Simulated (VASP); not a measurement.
Input of a VASP 6.6.1 run:

POSCAR

```
InP
1.0
    0.0000000000      2.9537876370      2.9537876370
    2.8536542361      0.0000000000      2.9537876370
    2.8536542361      2.9537876370      0.0000000000
In P
1 1
Direct
    0.0000000000      0.0000000000      0.0000000000
    0.2500000000      0.2500000000      0.2500000000
```

Contents of INCAR.step1:

```
SYSTEM = InP
  PREC = Accurate
  ENCUT = 520
  EDIFF = 1E-5
  ISMEAR = 0
  SIGMA = 0.01
  LREAL = .FALSE.
  LASPH = .TRUE.
  NELM = 60
  ALGO = Normal
  ISIF = 2
  LWAVE = .TRUE.
  LCHARG = .FALSE.
  GGA = PE
  NBANDS = 16
  KPAR = 4
```

INCAR.step2

```
SYSTEM = InP
  PREC = Accurate
  ENCUT = 520
  EDIFF = 1E-6
  ISMEAR = 0
  SIGMA = 0.01
  LREAL = .FALSE.
  LASPH = .TRUE.
  NELM = 60
  ALGO = Normal
  ISIF = 2
  LWAVE = .FALSE.
  LCHARG = .FALSE.
  GGA = PE
  LHFCALC = .TRUE.
  HFSCREEN = 0.2079
  PRECFOCK = Normal
  ISTART = 1
  NBANDS = 16
  KPAR = 4
```

File KPOINTS:

```
Automatic mesh
0
G
  6 6 6
  0 0 0
```

Potentials or basis: VASP PAW PBE potentials, release 64 (In_d, P).

The run is started by

```bash
$ cat potpaw_PBE.64/In_d/POTCAR potpaw_PBE.64/P/POTCAR > POTCAR
$ cp INCAR.step1 INCAR
$ mpirun -np 4 vasp_std > vasp.out
$ cp INCAR.step2 INCAR
$ mpirun -np 4 vasp_std > vasp.out
```

Task: Predict the band gap on the k mesh.

Result: 1.45 eV.

Task: Predict the pressure.

Result: 2.1 GPa.

Stress tensor (GPa, compression positive):
```
3.11 0.00 0.00
0.00 1.64 0.00
0.00 0.00 1.64
```

Caveat: the cell differs from its parent crystal (uniaxial x strain -3.4%); the PAW data sets were made with another functional, which shifts forces and pressure a little; spin-orbit coupling is left out, which moves the levels of the heavy elements.
